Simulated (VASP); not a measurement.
# Cu (P6/mmm) in VASP: notebook

Runs on Cu. Level: PBEsol. Tasks: single point.

Everything below comes from runs of VASP 6.6.1. Logs are shortened: lines on timing, memory, paths and dates and some standing lists are left out, and cuts for length are marked.

## 1. The cell of the first run

The structure is hexagonal, space group P6/mmm (No. 191). Conventional cell: a = 4.103 Å, b = 4.103 Å, c = 2.464 Å, α = 90.00°, β = 90.00°, γ = 120.00°. Cu (site symmetry 6/mmm) has 14 Cu at 2.46 to 2.67 Å within 3.3 Å. Within 3.1 Å of Cu (site symmetry -6m2) lie 11 Cu at 2.37 to 2.67 Å.

This isn't the form of Cu at room conditions, which is fcc.

## 2. Single point, PBEsol (11.98 Å³/atom)

The input, INCAR:

```
PREC = Accurate
ENCUT = 520
EDIFF = 1E-6
ISMEAR = -1
SIGMA = 0.1
LREAL = F
LASPH = T
NELM = 60
ALGO = Normal
ISIF = 2
LWAVE = F
LCHARG = F
GGA = PS
NBANDS = 24
```

The input, KPOINTS:

```
Automatic mesh
0
Gamma
  10 10 14
```

The input, POSCAR:

```
Cu
1.0
    4.1029720794      0.0000000000      0.0000000000
   -2.0514860397      3.5532780518      0.0000000000
    0.0000000000      0.0000000000      2.4644184643
Cu
3
Direct
    0.0000000000      1.0000000000      0.0000000000
    0.3333333333      0.6666666667      0.5000000000
    0.6666666667      0.3333333333      0.5000000000
```

Potentials or basis: VASP PAW PBE potentials, release 64 (Cu).

Started as:

```sh
> cat potpaw_PBE.64/Cu/POTCAR > POTCAR
> mpirun -np 1 vasp_std > vasp.out
```

OUTCAR:

```text
PREC = Accurate
   ENCUT = 520
   EDIFF = 1E-6
   ISMEAR = -1
   LREAL = F
   LASPH = T
   NELM = 60
   ISIF = 2
   GGA = PS

 ion  position               nearest neighbor table
   1  0.000  0.000  0.000-   2 2.67   3 2.67   2 2.67   3 2.67   3 2.67   3 2.67   2 2.67   2 2.67
                             3 2.67   3 2.67   2 2.67   2 2.67
   2  0.333  0.667  0.500-   3 2.37   3 2.37   3 2.37   1 2.67   1 2.67   1 2.67   1 2.67   1 2.67
                             1 2.67
   3  0.667  0.333  0.500-   2 2.37   2 2.37   2 2.37   1 2.67   1 2.67   1 2.67   1 2.67   1 2.67
                             1 2.67

  LATTYP: Found a hexagonal cell.
 ALAT       =     4.1029720794
 C/A-ratio  =     0.6006422702

  Lattice vectors:

 A1 = (   4.1029720794,   0.0000000000,   0.0000000000)
 A2 = (  -2.0514860397,   3.5532780518,   0.0000000000)
 A3 = (   0.0000000000,   0.0000000000,   2.4644184643)

Analysis of symmetry for initial positions (statically):
=====================================================================
 Subroutine PRICEL returns:
 Original cell was already a primitive cell.

 Routine SETGRP: Setting up the symmetry group for a
 hexagonal supercell.

 Subroutine GETGRP returns: Found 24 space group operations
 (whereof 24 operations were pure point group operations)
 out of a pool of 24 trial point group operations.

The static configuration has the point symmetry D_6h.

Analysis of symmetry for dynamics (positions and initial velocities):
=====================================================================
 Subroutine PRICEL returns:
 Original cell was already a primitive cell.

 Routine SETGRP: Setting up the symmetry group for a
 hexagonal supercell.

 Subroutine GETGRP returns: Found 24 space group operations
 (whereof 24 operations were pure point group operations)
 out of a pool of 24 trial point group operations.

The dynamic configuration has the point symmetry D_6h.

 Subroutine INISYM returns: Found 24 space group operations
 (whereof 24 operations are pure point group operations),
 and found     1 'primitive' translations

----------------------------------------------------------------------------------------

                                     Primitive cell

  volume of cell :      35.9288

  direct lattice vectors                    reciprocal lattice vectors
     4.102972079  0.000000000  0.000000000     0.243725763  0.140715135  0.000000000
    -2.051486040  3.553278052  0.000000000     0.000000000  0.281430270  0.000000000
     0.000000000  0.000000000  2.464418464     0.000000000  0.000000000  0.405775243

  length of vectors
     4.102972079  4.102972079  2.464418464     0.281430270  0.281430270  0.405775243

  position of ions in fractional coordinates (direct lattice)
     0.000000000  0.000000000  0.000000000
     0.333333333  0.666666667  0.500000000
     0.666666667  0.333333333  0.500000000

  ion indices of the primitive-cell ions
   primitive index   ion index
                 1           1
                 2           2
                 3           3

----------------------------------------------------------------------------------------

 KPOINTS: Automatic mesh

Automatic generation of k-mesh.
 Grid dimensions read from file:
 generate k-points for:   10   10   14

 Generating k-lattice:

  Cartesian coordinates                     Fractional coordinates (reciprocal lattice)
     0.024372576  0.014071513  0.000000000     0.100000000  0.000000000  0.000000000
     0.000000000  0.028143027  0.000000000     0.000000000  0.100000000  0.000000000
     0.000000000  0.000000000  0.028983946     0.000000000  0.000000000  0.071428571

  Length of vectors
     0.028143027  0.028143027  0.028983946

  Shift w.r.t. Gamma in fractional coordinates (k-lattice)
     0.000000000  0.000000000  0.000000000

 Subroutine IBZKPT returns following result:
 ===========================================

 Found    112 irreducible k-points:

 Following reciprocal coordinates:
            Coordinates               Weight
  0.000000  0.000000  0.000000      1.000000
  0.100000  0.000000  0.000000      6.000000
  0.200000  0.000000  0.000000      6.000000
  0.300000  0.000000  0.000000      6.000000
  0.400000  0.000000  0.000000      6.000000
  0.500000  0.000000  0.000000      3.000000
[... 16 lines left out ...]
  0.300000  0.100000  0.071429     24.000000
  0.400000  0.100000  0.071429     24.000000
 [... further k-points ...]
   k-points           NKPTS =    112   k-points in BZ     NKDIM =    112   number of bands    NBANDS=     24
   number of dos      NEDOS =    301   number of ions     NIONS =      3
   total plane-waves  NPLWV =  18432
   dimension x,y,z NGX =    32 NGY =   32 NGZ =   18
   dimension x,y,z NGXF=    64 NGYF=   64 NGZF=   36
   ions per type =               3
   NGX,Y,Z   is equivalent  to a cutoff of  12.97, 12.97, 12.14 a.u.
   NGXF,Y,Z  is equivalent  to a cutoff of  25.93, 25.93, 24.29 a.u.
 SYSTEM =  unknown system
   PREC   = accura    normal or accurate (medium, high low for compatibility)
   ISTART =      0    job   : 0-new  1-cont  2-samecut
   ICHARG =      2    charge: 1-file 2-atom 10-const
   ISPIN  =      1    spin polarized calculation?
   LNONCOLLINEAR =      F non collinear calculations
   LSORBIT =      F    spin-orbit coupling
   LASPH  =      T    aspherical Exc in radial PAW
   ENCUT  =  520.0 eV  38.22 Ry    6.18 a.u.   7.63  7.63  4.58*2*pi/ulx,y,z
   NELM   =     60;   NELMIN=  2; NELMDL= -5     # of ELM steps
   EDIFF  = 0.1E-05   stopping-criterion for ELM
   LREAL  =      F    real-space projection
   EDIFFG = 0.1E-04   stopping-criterion for IOM
   NSW    =      0    number of steps for IOM
   IBRION =     -1    ionic relax: 0-MD 1-quasi-New 2-CG
   NFREE  =      0    steps in history (QN), initial steepest desc. (CG)
   ISIF   =      2    stress and relaxation
   ISYM   =      2    0-nonsym 1-usesym 2-fastsym
   POTIM  = 0.5000    time-step for ionic-motion
   TEBEG  =    0.0;   TEEND  =   0.0 temperature during run
   PSTRESS=    0.0 pullay stress
   NELECT =      33.0000    total number of electrons
   NUPDOWN=      -1.0000    fix difference up-down
   EMIN   =  10.00;   EMAX   =-10.00  energy-range for DOS
   EFERMI =   0.00;   METHOD = LEGACY
   ISMEAR =    -1;   SIGMA  =   0.10  broadening in eV -4-tet -1-fermi 0-gaus
   EFERMI_NEDOS =   21; number of points for ismear=-14 and -15
   IALGO  =     38    algorithm
   IMIX   =      4    mixing-type and parameters
     AMIX     =   0.40;   BMIX     =  1.00
     AMIX_MAG =   1.60;   BMIX_MAG =  1.00
  volume/ion in A,a.u.               =      11.98        80.82
  Fermi-wavevector in a.u.,A,eV,Ry     =   1.591349  3.007213 34.455276  2.532391
  Thomas-Fermi vector in A             =   2.689903
   LORBIT       =      0    0 simple, 1 ext, 2 COOP (PROOUT), +10 PAW based schemes
   GGA     = PS    functional components
   LHFCALC =     F    Hartree Fock is set to
   AEXX    =    0.0000 exact exchange contribution
   IVDW    =     0    specifies the selected vdW correction
   LEPSILON=     F    determine dielectric tensor
   LRPA    =     F    only Hartree local field effects (RPA)
 non-spin polarized calculation
  energy-cutoff  :      520.00
  volume of cell :       35.93
 maximum number of plane-waves:       993
 NGX is ok and might be reduce to    32
   NGX = 15   NGY = 15   NGZ =  9

 number of electron      32.9999970 magnetization

 Free energy of the ion-electron system (eV)
  ---------------------------------------------------
  ext. energy  EPLUGINS =         0.00000000
  ---------------------------------------------------
  free energy    TOTEN  =       -12.66610987 eV

  energy without entropy =      -12.63413379  energy(sigma->0) =      -12.65012183

 E-fermi :   7.2338     XC(G=0): -12.8197

 val. band max:        7.2281293797   @ k =   0.3000   0.0000   0.1429
 cond. band min:       7.2617827293   @ k =   0.5000   0.0000   0.4286
 fundamental gap:      0.0336533495
 Fermi energy:         7.2338309131

 k-point     1 :       0.0000    0.0000    0.0000
  band No.  band energies     occupation
      1      -2.0456      2.00000
      2       2.7324      2.00000
      3       3.6267      2.00000
      4       3.6267      2.00000
      5       3.6781      2.00000
      6       3.6843      2.00000
[... 16 lines left out ...]
     23      22.1764      0.00000
     24      27.5971      0.00000

 k-point     2 :       0.1000    0.0000    0.0000
  band No.  band energies     occupation
      1      -1.9197      2.00000
      2       2.7341      2.00000
      3       3.3457      2.00000
      4       3.5084      2.00000
      5       3.5879      2.00000
      6       3.8298      2.00000
[... 16 lines left out ...]
     23      22.3528      0.00000
     24      27.6365      0.00000

 k-point     3 :       0.2000    0.0000    0.0000
  band No.  band energies     occupation
      1      -1.5468      2.00000
      2       2.6752      2.00000
      3       3.0344      2.00000
      4       3.3752      2.00000
      5       3.4558      2.00000
      6       3.8439      2.00000
[... 16 lines left out ...]
     23      22.8719      0.00000
     24      27.7269      0.00000

 k-point     4 :       0.3000    0.0000    0.0000
  band No.  band energies     occupation
      1      -0.9416      2.00000
      2       2.4281      2.00000
      3       2.6451      2.00000
      4       3.2761      2.00000
      5       3.4753      2.00000
      6       3.7741      2.00000
[... 16 lines left out ...]
     23      23.7073      0.00000
     24      25.4813      0.00000

 k-point     5 :       0.4000    0.0000    0.0000
  band No.  band energies     occupation
      1      -0.1357      2.00000
      2       1.7616      2.00000
      3       2.3388      2.00000
      4       3.3676      2.00000
      5       3.5348      2.00000
      6       3.6562      2.00000
[... 451 lines left out ...]
 k-point    22 :       0.2000    0.1000    0.0714
  band No.  band energies     occupation
      1      -1.0535      2.00000
      2       2.6153      2.00000
      3       2.8546      2.00000
      4       3.2433      2.00000
      5       3.6090      2.00000
      6       3.8668      2.00000
[... 16 lines left out ...]
     23      21.7096      0.00000
     24      25.6966      0.00000

 k-point    23 :       0.3000    0.1000    0.0714
  band No.  band energies     occupation
      1      -0.3537      2.00000
      2       2.2256      2.00000
      3       2.4831      2.00000
      4       3.3354      2.00000
      5       3.5746      2.00000
      6       3.7896      2.00000
[... 16 lines left out ...]
     23      22.5141      0.00000
     24      23.1721      0.00000

 k-point    24 :       0.4000    0.1000    0.0714
  band No.  band energies     occupation
      1       0.5102      2.00000
      2       1.4394      2.00000
      3       2.3085      2.00000
      4       3.4805      2.00000
      5       3.5852      2.00000
      6       3.6590      2.00000
[... 16 lines left out ...]
     23      23.5396      0.00000
     24      23.8916      0.00000

 [... further k-points ...]

------------------------ aborting loop because EDIFF is reached ----------------------------------------

  FORCE on cell =-STRESS in cart. coord.  units (eV):
  Direction    XX          YY          ZZ          XY          YZ          ZX
  --------------------------------------------------------------------------------------
  -------------------------------------------------------------------------------------
  Total       -1.0794587     -1.0794587     -1.1755105      0.0000000     -0.0000000      0.0000000
  in kB      -48.1364888    -48.1364888    -52.4197412      0.0000000     -0.0000000      0.0000000
  external PRESSURE =     -49.5642396 kB  Pullay stress =       0.0000000 kB

 VOLUME and BASIS-vectors are now :
 -----------------------------------------------------------------------------
  energy-cutoff  :      520.00
  volume of cell :       35.93
      direct lattice vectors                 reciprocal lattice vectors
     4.102972079  0.000000000  0.000000000     0.243725763  0.140715135  0.000000000
    -2.051486040  3.553278052  0.000000000     0.000000000  0.281430270  0.000000000
     0.000000000  0.000000000  2.464418464     0.000000000  0.000000000  0.405775243

 POSITION                                       TOTAL-FORCE (eV/Angst)
 -----------------------------------------------------------------------------------
      0.00000      0.00000      0.00000         0.000000      0.000000      0.000000
     -0.00000      2.36885      1.23221        -0.000000      0.000000      0.000000
      2.05149      1.18443      1.23221         0.000000     -0.000000      0.000000
 -----------------------------------------------------------------------------------
    total drift:                               -0.000000      0.000000      0.000000

  FREE ENERGIE OF THE ION-ELECTRON SYSTEM (eV)
  ---------------------------------------------------
  free  energy   TOTEN  =       -12.6661098728 eV

  energy  without entropy=      -12.6341337896  energy(sigma->0) =      -12.65012183
```

Wall time 54 s (1 thread of Intel Xeon Platinum 8259CL at 2.50GHz (Skylake/Cascade Lake), shared host); peak memory 0.2 GiB.

What came out:

* Free energy: -12.6661 eV
* Pressure: -5.0 GPa
* Band gap on the k mesh: zero (an odd number of electrons rules out a gap without spin polarisation)

Stress tensor (GPa, compression positive):
```
-4.81  0.00  0.00
 0.00 -4.81  0.00
 0.00  0.00 -5.24
```

Caveat: the cell stands under tension; the PAW data sets were made with another functional, which shifts forces and pressure a little.

## 3. Single point, PBEsol (12.44 Å³/atom)

This run uses another cell than the first one, of 12.44 Å³/atom.

The input, INCAR:

```
PREC = Accurate
ENCUT = 520
EDIFF = 1E-7
ISMEAR = -1
SIGMA = 0.1
LREAL = F
LASPH = T
NELM = 60
ALGO = Normal
ISIF = 2
LWAVE = F
LCHARG = T
GGA = PS
LELF = T
LVHAR = T
NBANDS = 24
```

The input, KPOINTS:

```
regular mesh
0
Gamma
  10 10 14
```

The input, POSCAR:

```
Cu
1.0
    4.1549139489      0.0000000000      0.0000000000
   -2.0774569744      3.5982610303      0.0000000000
    0.0000000000      0.0000000000      2.4956169467
Cu
3
Direct
    0.0000000000      1.0000000000      0.0000000000
    0.3333333333      0.6666666667      0.5000000000
    0.6666666667      0.3333333333      0.5000000000
```

Potentials or basis: VASP PAW PBE potentials, release 64 (Cu).

Started as:

```sh
> cat potpaw_PBE.64/Cu/POTCAR > POTCAR
> mpirun -np 1 vasp_std > vasp.out
```

It took 68 s on 1 thread of Intel Xeon Platinum 8259CL at 2.50GHz (Skylake/Cascade Lake), shared host; peak memory 0.2 GiB.

It converged, with:

* Free energy: -12.6036 eV
* Pressure: -9.5 GPa
* Band gap on the k mesh: zero (an odd number of electrons rules out a gap without spin polarisation)

Stress tensor (GPa, compression positive):
```
-9.38  0.00  0.00
 0.00 -9.38  0.00
 0.00  0.00 -9.71
```

Levels at points of the mesh, in eV from the Fermi level:
| k point | band 12 | band 13 | band 14 | band 15 | band 16 | band 17 | band 18 | band 19 | band 20 | band 21 |
| --- | --- | --- | --- | --- | --- | --- | --- | --- | --- | --- |
| (0.00, 0.00, 0.00) | -2.29 | -2.25 | -2.25 | -1.52 | -1.52 | 4.41 | 4.41 | 4.43 | 4.43 | 5.83 |
| (0.50, 0.00, 0.00) | -1.86 | -1.73 | -1.72 | -1.70 | -1.59 | -1.49 | -0.59 | 3.93 | 13.26 | 13.28 |
| (0.00, 0.00, 0.50) | -1.80 | -1.65 | -1.65 | -1.25 | -0.30 | 0.28 | 8.01 | 8.34 | 8.34 | 9.59 |
| (0.50, 0.00, 0.50) | -1.86 | -1.75 | -1.54 | -1.38 | 0.60 | 0.75 | 3.34 | 3.47 | 6.61 | 7.37 |

Caveat: the cell stands under tension; the PAW data sets were made with another functional, which shifts forces and pressure a little.

The gap in the log of VASP goes by the Fermi energy; the results here count the filled bands.